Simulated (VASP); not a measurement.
# Br (I4/mmm) in VASP: further runs

Runs on Br. Level: PBE+D3(BJ). Tasks: single point.

Everything below comes from runs of VASP 6.6.1. Logs are shortened: lines on timing, memory, paths and dates and some standing lists are left out, and cuts for length are marked.

### 1 The cell of the first run

It takes space group I4/mmm (No. 139, tetragonal). Conventional cell: a = 2.701 Å, b = 2.701 Å, c = 6.751 Å, α = 90.00°, β = 90.00°, γ = 90.00°. Br (site symmetry 4/mmm) has 4 Br at 2.70 Å within 3.6 Å.

### 2 Single point, PBE+D3(BJ)

Input file INCAR:

```
SYSTEM = Br
ALGO = Normal
EDIFF = 1E-6
ENCUT = 520
GGA = PE
ISIF = 2
ISMEAR = 0
IVDW = 12
LASPH = .True.
LCHARG = .False.
LREAL = .False.
LWAVE = .False.
NBANDS = 10
NELM = 60
PREC = Accurate
SIGMA = 0.15
```

Input file KPOINTS:

```
k-points
0
Gamma
  22 22 22
  0 0 0
```

Input file POSCAR:

```
Br
1.0
   -1.3505676542      1.3505676542      3.3755530901
    1.3505676542     -1.3505676542      3.3755530901
    1.3505676542      1.3505676542     -3.3755530901
Br
1
Direct
    0.0000000000      0.0000000000      0.0000000000
```

Potentials or basis: VASP PAW PBE potentials, release 64 (Br).

Started as:

```console
> cat potpaw_PBE.64/Br/POTCAR > POTCAR
> mpirun -np 1 vasp_std > vasp.out
```

OUTCAR:

```text
SYSTEM = Br
   EDIFF = 1E-6
   ENCUT = 520
   GGA = PE
   ISIF = 2
   ISMEAR = 0
   IVDW = 12
   LASPH = .True.
   LREAL = .False.
   NELM = 60
   PREC = Accurate
 IVDW          = 12

 ion  position               nearest neighbor table
   1  0.000  0.000  0.000-

  LATTYP: Found a body centered tetragonal cell.
 ALAT       =     2.7011353084
 C/A-ratio  =     2.4993587545

  Lattice vectors:

 A1 = (  -1.3505676542,   1.3505676542,   3.3755530901)
 A2 = (   1.3505676542,  -1.3505676542,   3.3755530901)
 A3 = (   1.3505676542,   1.3505676542,  -3.3755530901)

Analysis of symmetry for initial positions (statically):
=====================================================================
 Subroutine PRICEL returns:
 Original cell was already a primitive cell.

 Routine SETGRP: Setting up the symmetry group for a
 body centered tetragonal supercell.

 Subroutine GETGRP returns: Found 16 space group operations
 (whereof 16 operations were pure point group operations)
 out of a pool of 16 trial point group operations.

The static configuration has the point symmetry D_4h.

Analysis of symmetry for dynamics (positions and initial velocities):
=====================================================================
 Subroutine PRICEL returns:
 Original cell was already a primitive cell.

 Routine SETGRP: Setting up the symmetry group for a
 body centered tetragonal supercell.

 Subroutine GETGRP returns: Found 16 space group operations
 (whereof 16 operations were pure point group operations)
 out of a pool of 16 trial point group operations.

The dynamic configuration has the point symmetry D_4h.

 Subroutine INISYM returns: Found 16 space group operations
 (whereof 16 operations are pure point group operations),
 and found     1 'primitive' translations

----------------------------------------------------------------------------------------

                                     Primitive cell

  volume of cell :      24.6285

  direct lattice vectors                    reciprocal lattice vectors
    -1.350567654  1.350567654  3.375553090     0.000000000  0.370214701  0.148123874
     1.350567654 -1.350567654  3.375553090     0.370214701  0.000000000  0.148123874
     1.350567654  1.350567654 -3.375553090     0.370214701  0.370214701  0.000000000

  length of vectors
     3.878456477  3.878456477  3.878456477     0.398747548  0.398747548  0.523562651

  position of ions in fractional coordinates (direct lattice)
     0.000000000  0.000000000  0.000000000

  ion indices of the primitive-cell ions
   primitive index   ion index
                 1           1

----------------------------------------------------------------------------------------

 KPOINTS: k-points

Automatic generation of k-mesh.
 Grid dimensions read from file:
 generate k-points for:   22   22   22

 Generating k-lattice:

  Cartesian coordinates                     Fractional coordinates (reciprocal lattice)
     0.000000000  0.016827941  0.006732903     0.045454545  0.000000000 -0.000000000
     0.016827941  0.000000000  0.006732903     0.000000000  0.045454545 -0.000000000
     0.016827941  0.016827941  0.000000000     0.000000000  0.000000000  0.045454545

  Length of vectors
     0.018124889  0.018124889  0.023798302

  Shift w.r.t. Gamma in fractional coordinates (k-lattice)
     0.000000000  0.000000000  0.000000000

 Subroutine IBZKPT returns following result:
 ===========================================

 Found    834 irreducible k-points:

 Following reciprocal coordinates:
            Coordinates               Weight
  0.000000  0.000000  0.000000      1.000000
  0.045455  0.000000 -0.000000      8.000000
  0.090909  0.000000 -0.000000      8.000000
  0.136364  0.000000  0.000000      8.000000
  0.181818  0.000000 -0.000000      8.000000
  0.227273  0.000000 -0.000000      8.000000
[... 16 lines left out ...]
  0.500000  0.045455 -0.000000     16.000000
 -0.454545  0.045455  0.000000     16.000000
 [... further k-points ...]
   k-points           NKPTS =    834   k-points in BZ     NKDIM =    834   number of bands    NBANDS=     10
   number of dos      NEDOS =    301   number of ions     NIONS =      1
   total plane-waves  NPLWV =  27000
   dimension x,y,z NGX =    30 NGY =   30 NGZ =   30
   dimension x,y,z NGXF=    60 NGYF=   60 NGZF=   60
   ions per type =               1
   NGX,Y,Z   is equivalent  to a cutoff of  12.86, 12.86, 12.86 a.u.
   NGXF,Y,Z  is equivalent  to a cutoff of  25.72, 25.72, 25.72 a.u.
 SYSTEM =  Br
   PREC   = accura    normal or accurate (medium, high low for compatibility)
   ISTART =      0    job   : 0-new  1-cont  2-samecut
   ICHARG =      2    charge: 1-file 2-atom 10-const
   ISPIN  =      1    spin polarized calculation?
   LNONCOLLINEAR =      F non collinear calculations
   LSORBIT =      F    spin-orbit coupling
   LASPH  =      T    aspherical Exc in radial PAW
   ENCUT  =  520.0 eV  38.22 Ry    6.18 a.u.   7.21  7.21  7.21*2*pi/ulx,y,z
   NELM   =     60;   NELMIN=  2; NELMDL= -5     # of ELM steps
   EDIFF  = 0.1E-05   stopping-criterion for ELM
   LREAL  =      F    real-space projection
   EDIFFG = 0.1E-04   stopping-criterion for IOM
   NSW    =      0    number of steps for IOM
   IBRION =     -1    ionic relax: 0-MD 1-quasi-New 2-CG
   NFREE  =      0    steps in history (QN), initial steepest desc. (CG)
   ISIF   =      2    stress and relaxation
   ISYM   =      2    0-nonsym 1-usesym 2-fastsym
   POTIM  = 0.5000    time-step for ionic-motion
   TEBEG  =    0.0;   TEEND  =   0.0 temperature during run
   PSTRESS=    0.0 pullay stress
   NELECT =       7.0000    total number of electrons
   NUPDOWN=      -1.0000    fix difference up-down
   EMIN   =  10.00;   EMAX   =-10.00  energy-range for DOS
   EFERMI =   0.00;   METHOD = LEGACY
   ISMEAR =     0;   SIGMA  =   0.15  broadening in eV -4-tet -1-fermi 0-gaus
   EFERMI_NEDOS =   21; number of points for ismear=-14 and -15
   IALGO  =     38    algorithm
   IMIX   =      4    mixing-type and parameters
     AMIX     =   0.40;   BMIX     =  1.00
     AMIX_MAG =   1.60;   BMIX_MAG =  1.00
  volume/ion in A,a.u.               =      24.63       166.20
  Fermi-wavevector in a.u.,A,eV,Ry     =   1.076370  2.034045 15.763338  1.158573
  Thomas-Fermi vector in A             =   2.212253
   LORBIT       =      0    0 simple, 1 ext, 2 COOP (PROOUT), +10 PAW based schemes
   GGA     = PE    functional components
   LHFCALC =     F    Hartree Fock is set to
   AEXX    =    0.0000 exact exchange contribution
   IVDW    =    12    specifies the selected vdW correction
   LEPSILON=     F    determine dielectric tensor
   LRPA    =     F    only Hartree local field effects (RPA)
 non-spin polarized calculation
 Gauss-broadening in eV      SIGMA  =   0.15
  energy-cutoff  :      520.00
  volume of cell :       24.63
 maximum number of plane-waves:       678
 NGX is ok and might be reduce to    30
   NGX = 15   NGY = 15   NGZ = 15

 number of electron       6.9999999 magnetization

 Free energy of the ion-electron system (eV)
  ---------------------------------------------------
  ext. energy  EPLUGINS =         0.00000000
  ---------------------------------------------------
  free energy    TOTEN  =        -1.30824842 eV

  energy without entropy =       -1.30383227  energy(sigma->0) =       -1.30604035

 E-fermi :   3.4001     XC(G=0):  -9.3970

 val. band max:        3.3956156085   @ k =  -0.4545  -0.4545   0.3636
 cond. band min:       3.4002716723   @ k =  -0.2727  -0.2727   0.1818
 fundamental gap:      0.0046560639
 Fermi energy:         3.4001230540

 k-point     1 :       0.0000    0.0000    0.0000
  band No.  band energies     occupation
      1     -14.2332      2.00000
      2       0.4265      2.00000
      3       4.5836      0.00000
      4       4.5836      0.00000
      5       8.3807      0.00000
      6      12.8405      0.00000
      7      14.1432      0.00000
      8      19.5686      0.00000
      9      19.5686      0.00000
     10      20.3154      0.00000

 k-point     2 :       0.0455    0.0000   -0.0000
  band No.  band energies     occupation
      1     -14.2000      2.00000
      2       0.4266      2.00000
      3       4.2822      0.00000
      4       4.6040      0.00000
      5       8.4687      0.00000
      6      13.0292      0.00000
      7      14.3364      0.00000
      8      18.4777      0.00000
      9      19.6159      0.00000
     10      20.9629      0.00000

 k-point     3 :       0.0909    0.0000   -0.0000
  band No.  band energies     occupation
      1     -14.1013      2.00000
      2       0.4278      2.00000
      3       3.5075      0.31152
      4       4.6643      0.00000
      5       8.7119      0.00000
      6      13.3628      0.00000
      7      15.0263      0.00000
      8      17.0724      0.00000
      9      19.7566      0.00000
     10      21.3772      0.00000

 k-point     4 :       0.1364    0.0000    0.0000
  band No.  band energies     occupation
      1     -13.9396      2.00000
      2       0.4311      2.00000
      3       2.4859      2.00000
      4       4.7615      0.00000
      5       9.0767      0.00000
      6      13.6296      0.00000
      7      15.6404      0.00000
      8      16.3311      0.00000
      9      19.9872      0.00000
     10      21.7224      0.00000

 k-point     5 :       0.1818    0.0000   -0.0000
  band No.  band energies     occupation
      1     -13.7198      2.00000
      2       0.4240      2.00000
      3       1.3926      2.00000
      4       4.8906      0.00000
      5       9.5220      0.00000
      6      13.8683      0.00000
      7      14.5505      0.00000
      8      17.7408      0.00000
      9      20.2987      0.00000
     10      22.1232      0.00000

 k-point     6 :       0.2273    0.0000   -0.0000
  band No.  band energies     occupation
      1     -13.4495      2.00000
      2       0.0920      2.00000
      3       0.6370      2.00000
      4       5.0441      0.00000
      5       9.9584      0.00000
      6      13.6300      0.00000
      7      14.1687      0.00000
      8      19.2765      0.00000
      9      20.6604      0.00000
     10      22.3065      0.00000
[... 183 lines left out ...]
 k-point    21 :       0.4091    0.0455   -0.0000
  band No.  band energies     occupation
      1     -12.1615      2.00000
      2      -3.3248      2.00000
      3       0.7336      2.00000
      4       5.4013      0.00000
      5       9.3098      0.00000
      6      15.6188      0.00000
      7      15.6840      0.00000
      8      18.3228      0.00000
      9      20.2809      0.00000
     10      22.1041      0.00000

 k-point    22 :       0.4545    0.0455   -0.0000
  band No.  band energies     occupation
      1     -11.9704      2.00000
      2      -3.7375      2.00000
      3       0.8151      2.00000
      4       5.4920      0.00000
      5       9.0426      0.00000
      6      15.9251      0.00000
      7      16.4140      0.00000
      8      18.1464      0.00000
      9      19.2075      0.00000
     10      21.8443      0.00000

 k-point    23 :       0.5000    0.0455   -0.0000
  band No.  band energies     occupation
      1     -11.9062      2.00000
      2      -3.8750      2.00000
      3       0.8721      2.00000
      4       5.5262      0.00000
      5       8.9421      0.00000
      6      16.0168      0.00000
      7      16.4672      0.00000
      8      18.0676      0.00000
      9      19.0681      0.00000
     10      21.7240      0.00000

 k-point    24 :      -0.4545    0.0455    0.0000
  band No.  band energies     occupation
      1     -11.9840      2.00000
      2      -3.7209      2.00000
      3       0.8961      2.00000
      4       5.4991      0.00000
      5       9.0238      0.00000
      6      15.5985      0.00000
      7      16.0256      0.00000
      8      17.9926      0.00000
      9      20.0751      0.00000
     10      21.8458      0.00000

 [... further k-points ...]

------------------------ aborting loop because EDIFF is reached ----------------------------------------

 Edisp (eV)   -0.29733

 E8    (eV) :    -0.1179

  FORCE on cell =-STRESS in cart. coord.  units (eV):
  Direction    XX          YY          ZZ          XY          YZ          ZX
  --------------------------------------------------------------------------------------
  -------------------------------------------------------------------------------------
  Total       1.81899     1.81899     0.19424     0.00000    -0.00000     0.00000
  in kB     118.33211   118.33211    12.63605     0.00000    -0.00000     0.00000
  external pressure =       83.10 kB  Pullay stress =        0.00 kB

 VOLUME and BASIS-vectors are now :
 -----------------------------------------------------------------------------
  energy-cutoff  :      520.00
  volume of cell :       24.63
      direct lattice vectors                 reciprocal lattice vectors
    -1.350567654  1.350567654  3.375553090     0.000000000  0.370214701  0.148123874
     1.350567654 -1.350567654  3.375553090     0.370214701  0.000000000  0.148123874
     1.350567654  1.350567654 -3.375553090     0.370214701  0.370214701  0.000000000

 POSITION                                       TOTAL-FORCE (eV/Angst)
 -----------------------------------------------------------------------------------
      0.00000      0.00000      0.00000         0.000000      0.000000      0.000000
 -----------------------------------------------------------------------------------
    total drift:                               -0.000000      0.000000      0.000000

  FREE ENERGIE OF THE ION-ELECTRON SYSTEM (eV)
  ---------------------------------------------------
  free  energy   TOTEN  =        -1.6055820896 eV

  energy  without entropy=       -1.6011659355  energy(sigma->0) =       -1.60337401
```

Wall time 95 s (1 thread of Intel Xeon 6975P-C (Granite Rapids), shared host); peak memory 0.33 GiB.

Results:

* Free energy: -1.6056 eV
* Pressure: 8.3 GPa
* Band gap on the k mesh: zero (an odd number of electrons rules out a gap without spin polarisation)
* Dispersion energy per atom: -0.297 eV

Levels at points of the mesh, in eV from the Fermi level:
```
           k point  band 2  band 3  band 4  band 5  band 6  band 7
(0.00, 0.00, 0.00)   -2.97    1.18    1.18    4.98    9.44   10.74
(0.50, 0.00, 0.00)   -7.30   -2.55    2.38    5.48   12.34   13.38
(0.50, 0.50, 0.00)   -5.62   -5.22   -0.92    4.41    7.59   12.49
(0.50, 0.50, 0.50)   -5.91    0.93    0.93    8.80    9.57   12.83
```

Caveat: the stress differs along the axes, from 1 to 12 GPa; an odd number of electrons without spin polarisation forces a metal; a magnetic or distorted state may lie lower.

### 3 Single point, PBE+D3(BJ)

This run uses another cell than the first one, of 25.95 Å³/atom.

Input file INCAR:

```
SYSTEM = Br
PREC     = Accurate       ! precision mode
ENCUT    = 520            ! plane-wave cutoff, eV
EDIFF    = 1E-6           ! SCF threshold, eV
ISMEAR   = 0              ! smearing method
SIGMA    = 0.15           ! smearing width, eV
LREAL    = .False.        ! projectors in reciprocal space
LASPH    = .True.         ! aspherical terms in the spheres
NELM     = 80             ! most SCF steps
ALGO     = Normal         ! electronic algorithm
ISIF     = 2              ! what is computed and relaxed
LWAVE    = .False.        ! write WAVECAR
LCHARG   = .False.        ! write CHGCAR
GGA      = PE             ! functional
IVDW     = 12             ! dispersion correction
NBANDS   = 10             ! bands
```

Input file KPOINTS:

```
Automatic mesh
0
Gamma
  22 22 22
  0 0 0
```

Input file POSCAR:

```
Br
1.0
   -1.3743092119      1.3743092119      3.4348917603
    1.3743092119     -1.3743092119      3.4348917603
    1.3743092119      1.3743092119     -3.4348917603
Br
1
Direct
    0.0000000000      0.0000000000      0.0000000000
```

Potentials or basis: VASP PAW PBE potentials, release 64 (Br).

Started as:

```console
> cat potpaw_PBE.64/Br/POTCAR > POTCAR
> mpirun -np 1 vasp_std > vasp.out
```

Wall time 96 s (1 thread of Intel Xeon 6975P-C (Granite Rapids), shared host); peak memory 0.34 GiB.

It converged, with:

```
Free energy                : -1.6591 eV
Pressure                   : 4.8 GPa
Band gap on the k mesh     : zero (an odd number of electrons rules out a gap without spin polarisation)
Dispersion energy per atom : -0.281 eV
```

Stress tensor (GPa, compression positive):
```
6.86 0.00 0.00
0.00 6.86 0.00
0.00 0.00 0.73
```

Levels at points of the mesh, in eV from the Fermi level:
```tsv
k point	band 2	band 3	band 4	band 5	band 6	band 7
(0.00, 0.00, 0.00)	-2.74	1.09	1.09	5.15	9.57	10.57
(0.50, 0.00, 0.00)	-6.80	-2.33	2.18	5.77	12.23	13.21
(0.50, 0.50, 0.00)	-5.24	-4.88	-0.84	4.76	7.82	12.51
(0.50, 0.50, 0.50)	-5.43	0.87	0.87	8.96	9.48	12.48
```

Caveat: the stress differs along the axes, from 1 to 7 GPa; an odd number of electrons without spin polarisation forces a metal; a magnetic or distorted state may lie lower.

### 4 Single point, PBE+D3(BJ)

This run uses another cell than the first one, of 27.31 Å³/atom.

Input file INCAR:

```
SYSTEM = Br
PREC = Accurate
ENCUT = 520
EDIFF = 1E-6
ISMEAR = 0
SIGMA = 0.15
LREAL = .FALSE.
LASPH = .TRUE.
NELM = 60
ALGO = Normal
ISIF = 2
LWAVE = .FALSE.
LCHARG = .FALSE.
GGA = PE
IVDW = 12
NBANDS = 10
```

Input file KPOINTS:

```
regular mesh
0
G
  22 22 22
  0 0 0
```

Input file POSCAR:

```
Br
1.0
   -1.3979086046      1.3979086046      3.4938751090
    1.3979086046     -1.3979086046      3.4938751090
    1.3979086046      1.3979086046     -3.4938751090
Br
1
Direct
    0.0000000000      0.0000000000      0.0000000000
```

Started as:

```console
> cat potpaw_PBE.64/Br/POTCAR > POTCAR
> mpirun -np 1 vasp_std > vasp.out
```

Wall time 97 s (1 thread of Intel Xeon 6975P-C (Granite Rapids), shared host); peak memory 0.35 GiB.

Results (log left out):

```yaml
Free_energy: -1.6880 eV
Pressure: 2.1 GPa
Band_gap_on_the_k_mesh: zero (an odd number of electrons rules out a gap without spin polarisation)
Dispersion_energy_per_atom: -0.266 eV
```

Stress tensor (GPa, compression positive):
```
2.99 0.00 0.00
0.00 2.99 0.00
0.00 0.00 0.32
```

Levels at points of the mesh, in eV from the Fermi level:
```csv
k point,band 1,band 2,band 3,band 4,band 5,band 6,band 7,band 8
"(0.00, 0.00, 0.00)",-16.74,-2.52,1.00,1.00,5.30,9.69,10.43,15.95
"(0.50, 0.00, 0.00)",-14.87,-6.34,-2.13,1.99,6.04,12.11,13.03,15.03
"(0.50, 0.50, 0.00)",-13.18,-4.89,-4.56,-0.76,5.09,8.04,12.53,13.90
"(0.50, 0.50, 0.50)",-16.44,-4.98,0.81,0.81,9.11,9.38,12.16,17.69
```

Caveat: an odd number of electrons without spin polarisation forces a metal; a magnetic or distorted state may lie lower.

(Part 1 of 2 ends here.)
